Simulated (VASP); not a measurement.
# Ge (I4_1/amd) in VASP: notebook, part 2 of 2

VASP 6.6.1.

## 4. Single point, PBE (22.94 Å³/atom)

This run uses another cell than the first one, of 22.94 Å³/atom.

Input file INCAR:

```
  PREC = Accurate
  ENCUT = 520
  EDIFF = 1E-7
  ISMEAR = 0
  SIGMA = 0.15
  LREAL = F
  LASPH = T
  NELM = 100
  ALGO = Normal
  ISIF = 2
  LWAVE = F
  LCHARG = F
  GGA = PE
  NBANDS = 21
```

Input file KPOINTS:

```
regular mesh
0
Gamma
  14 14 14
```

Input file POSCAR:

```
Ge
1.0
    0.0000000000      2.8996846054      2.7288931821
    2.8996846054      0.0000000000      2.7288931821
    2.8996846054      2.8996846054      0.0000000000
Ge
2
Direct
    0.5000000000      0.5000000000      0.5000000000
    0.7500000000      0.7500000000      0.7500000000
```

Potentials or basis: VASP PAW PBE potentials, release 64 (Ge_d).

Command:

```console
cat potpaw_PBE.64/Ge_d/POTCAR > POTCAR
mpirun -np 1 vasp_std > vasp.out
```

OUTCAR:

```text
PREC = Accurate
   ENCUT = 520
   EDIFF = 1E-7
   ISMEAR = 0
   LREAL = F
   LASPH = T
   NELM = 100
   ISIF = 2
   GGA = PE

 ion  position               nearest neighbor table
   1  0.500  0.500  0.500-   2 2.46   2 2.46   2 2.46   2 2.46
   2  0.750  0.750  0.750-   1 2.46   1 2.46   1 2.46   1 2.46

  LATTYP: Found a body centered tetragonal cell.
 ALAT       =     4.1007732956
 C/A-ratio  =     1.3309163835

  Lattice vectors:

 A1 = (   0.0000000000,  -2.8996846054,  -2.7288931821)
 A2 = (   0.0000000000,   2.8996846054,  -2.7288931821)
 A3 = (   2.8996846054,   0.0000000000,   2.7288931821)

Analysis of symmetry for initial positions (statically):
=====================================================================
 Subroutine PRICEL returns:
 Original cell was already a primitive cell.

 Routine SETGRP: Setting up the symmetry group for a
 body centered tetragonal supercell.

 Subroutine GETGRP returns: Found 16 space group operations
 (whereof  8 operations were pure point group operations)
 out of a pool of 16 trial point group operations.

The static configuration has the point symmetry D_2d.
 The point group associated with its full space group is D_4h.

Analysis of symmetry for dynamics (positions and initial velocities):
=====================================================================
 Subroutine PRICEL returns:
 Original cell was already a primitive cell.

 Routine SETGRP: Setting up the symmetry group for a
 body centered tetragonal supercell.

 Subroutine GETGRP returns: Found 16 space group operations
 (whereof  8 operations were pure point group operations)
 out of a pool of 16 trial point group operations.

The dynamic configuration has the point symmetry D_2d.
[... 112 lines left out ...]
   NUPDOWN=      -1.0000    fix difference up-down
   EMIN   =  10.00;   EMAX   =-10.00  energy-range for DOS
   EFERMI =   0.00;   METHOD = LEGACY
   ISMEAR =     0;   SIGMA  =   0.15  broadening in eV -4-tet -1-fermi 0-gaus
   EFERMI_NEDOS =   21; number of points for ismear=-14 and -15
   IALGO  =     38    algorithm
   IMIX   =      4    mixing-type and parameters
     AMIX     =   0.40;   BMIX     =  1.00
     AMIX_MAG =   1.60;   BMIX_MAG =  1.00
  volume/ion in A,a.u.               =      22.94       154.84
  Fermi-wavevector in a.u.,A,eV,Ry     =   1.388529  2.623939 26.232190  1.928012
  Thomas-Fermi vector in A             =   2.512646
   LORBIT       =      0    0 simple, 1 ext, 2 COOP (PROOUT), +10 PAW based schemes
   GGA     = PE    functional components
   LHFCALC =     F    Hartree Fock is set to
   AEXX    =    0.0000 exact exchange contribution
   IVDW    =     0    specifies the selected vdW correction
   LEPSILON=     F    determine dielectric tensor
   LRPA    =     F    only Hartree local field effects (RPA)
 non-spin polarized calculation
 Gauss-broadening in eV      SIGMA  =   0.15
  energy-cutoff  :      520.00
  volume of cell :       45.89
 maximum number of plane-waves:      1255
 NGX is ok and might be reduce to    30
   NGX = 15   NGY = 15   NGZ = 15

 number of electron      28.0000020 magnetization

 Free energy of the ion-electron system (eV)
  ---------------------------------------------------
  ext. energy  EPLUGINS =         0.00000000
  ---------------------------------------------------
  free energy    TOTEN  =        -8.99922236 eV

  energy without entropy =       -8.99835185  energy(sigma->0) =       -8.99878710

 E-fermi :   4.9295     XC(G=0):  -9.8666

 val. band max:        4.8881571068   @ k =   0.0714   0.0000   0.0000
 cond. band min:       4.9449157650   @ k =   0.5000   0.0000   0.0000
 fundamental gap:      0.0567586582
 Fermi energy:         4.9294860174

 k-point     1 :       0.0000    0.0000    0.0000
  band No.  band energies     occupation
      1     -19.9434      2.00000
      2     -19.9290      2.00000
      3     -19.9290      2.00000
      4     -19.9012      2.00000
      5     -19.8963      2.00000
      6     -19.7059      2.00000
[... 565 lines left out ...]
     20      14.2180      0.00000
     21      14.4543      0.00000

 [... further k-points ...]

------------------------ aborting loop because EDIFF is reached ----------------------------------------

  FORCE on cell =-STRESS in cart. coord.  units (eV):
  Direction    XX          YY          ZZ          XY          YZ          ZX
  --------------------------------------------------------------------------------------
  -------------------------------------------------------------------------------------
  Total        0.3769457      0.3769457      1.4460817      0.0000000      0.0000000      0.0000000
  in kB       13.1604659     13.1604659     50.4876746      0.0000000      0.0000000      0.0000000
  external PRESSURE =      25.6028688 kB  Pullay stress =       0.0000000 kB

 VOLUME and BASIS-vectors are now :
 -----------------------------------------------------------------------------
  energy-cutoff  :      520.00
  volume of cell :       45.89
      direct lattice vectors                 reciprocal lattice vectors
     0.000000000  2.899684605  2.728893182    -0.172432546  0.172432546  0.183224467
     2.899684605  0.000000000  2.728893182     0.172432546 -0.172432546  0.183224467
     2.899684605  2.899684605  0.000000000     0.172432546  0.172432546 -0.183224467

 POSITION                                       TOTAL-FORCE (eV/Angst)
 -----------------------------------------------------------------------------------
      2.89968      2.89968      2.72889         0.000000      0.000000      0.000000
      4.34953      4.34953      4.09334        -0.000000     -0.000000      0.000000
 -----------------------------------------------------------------------------------
    total drift:                                0.000000     -0.000000     -0.000000

  FREE ENERGIE OF THE ION-ELECTRON SYSTEM (eV)
  ---------------------------------------------------
  free  energy   TOTEN  =        -8.9992223627 eV

  energy  without entropy=       -8.9983518472  energy(sigma->0) =       -8.99878710
```

OSZICAR:

```text
N       E                     dE             d eps       ncg     rms          rms(c)
DAV:   1     0.191165762656E+03    0.19117E+03   -0.14718E+04 11548   0.363E+03
DAV:   2     0.186602953572E+02   -0.17251E+03   -0.16694E+03 10288   0.614E+02
DAV:   3    -0.817623755406E+01   -0.26837E+02   -0.26653E+02 11763   0.143E+02
DAV:   4    -0.906740176755E+01   -0.89116E+00   -0.89069E+00 11611   0.306E+01
DAV:   5    -0.908199047009E+01   -0.14589E-01   -0.14588E-01 11673   0.433E+00    0.313E+00
DAV:   6    -0.902657570540E+01    0.55415E-01   -0.21193E-02 11848   0.148E+00    0.185E+00
DAV:   7    -0.899738968907E+01    0.29186E-01   -0.46218E-02 11329   0.197E+00    0.144E-01
DAV:   8    -0.899900126820E+01   -0.16116E-02   -0.58172E-03 11708   0.956E-01    0.435E-02
DAV:   9    -0.899920546475E+01   -0.20420E-03   -0.24518E-04 11648   0.169E-01    0.139E-02
DAV:  10    -0.899922020409E+01   -0.14739E-04   -0.31716E-05 11817   0.664E-02    0.592E-03
DAV:  11    -0.899922226879E+01   -0.20647E-05   -0.53571E-06 11430   0.314E-02    0.206E-03
DAV:  12    -0.899922236265E+01   -0.93863E-07   -0.24614E-07  9716   0.637E-03
   1 F= -.89992224E+01 E0= -.89987871E+01  d E =-.870515E-03
```

stdout:

```text
POSCAR found type information on POSCAR Ge
 POSCAR found :  1 types and       2 ions
 scaLAPACK will be used
 LDA part: xc-table for (Slater+PW92), standard interpolation
 POSCAR, INCAR and KPOINTS ok, starting setup
 FFT: planning ... GRIDC
 FFT: planning ... GRID_SOFT
 FFT: planning ... GRID
 WAVECAR not read
 entering main loop
```

It took 95 s on 1 thread of Intel Xeon 6975P-C (Granite Rapids), shared host; peak memory 0.3 GiB.

Results:

```
Free energy            : -8.9992 eV
Pressure               : 2.6 GPa
Band gap on the k mesh : 0.06 eV (least direct gap 0.41 eV)
```

Levels at points of the mesh, in eV from the valence-band top:
```
           k point  band 10  band 11  band 12  band 13  band 14  band 15  band 16  band 17  band 18  band 19
(0.00, 0.00, 0.00)   -24.56   -12.69    -0.17    -0.17    -0.14     0.27     2.34     2.64     2.64     6.38
(0.50, 0.00, 0.00)   -24.54   -10.63    -7.56    -1.66    -1.15     0.06     3.54     3.97     7.14    10.18
(0.50, 0.50, 0.00)   -24.55    -8.67    -8.67    -3.32    -3.32     0.44     0.44     9.40     9.40    11.55
(0.50, 0.00, 0.50)   -24.53    -8.95    -8.95    -2.90    -2.90     0.91     0.91     9.16     9.16    11.12
```

Caveat: semilocal functionals underestimate gaps, and a narrow one can read as zero.

## 5. Overview

| cell | gap on the mesh (eV) | pressure (GPa) |
| --- | --- | --- |
| a = 4.333, b = 4.333, c = 4.063 Å, angles 62.0, 62.0, 55.9°, 2 atoms | none | -5.0 |
| a = 4.161, b = 4.161, c = 4.405 Å, angles 58.0, 58.0, 63.9°, 2 atoms | none | -5.1 |
| a = 3.982, b = 3.982, c = 4.101 Å, angles 59.0, 59.0, 62.0°, 2 atoms | 0.06 | 2.6 |

Alike in all rows: task single point; level PBE; potentials or basis VASP PAW PBE potentials, release 64 (Ge_d); no spin polarisation; k mesh 14 × 14 × 14; cutoff (eV) 520; smearing gaussian 0.15 eV.

Caveats: semilocal functionals underestimate gaps, and a narrow one can read as zero; the stress differs along the axes, from -10 to -2 GPa (at least some runs); the stress differs along the axes, from -7 to -1 GPa (at least some runs).

Total energies depend on the potentials used, so only differences within one code and one set of settings carry meaning.

The gap in the log of VASP goes by the Fermi energy; the results here count the filled bands.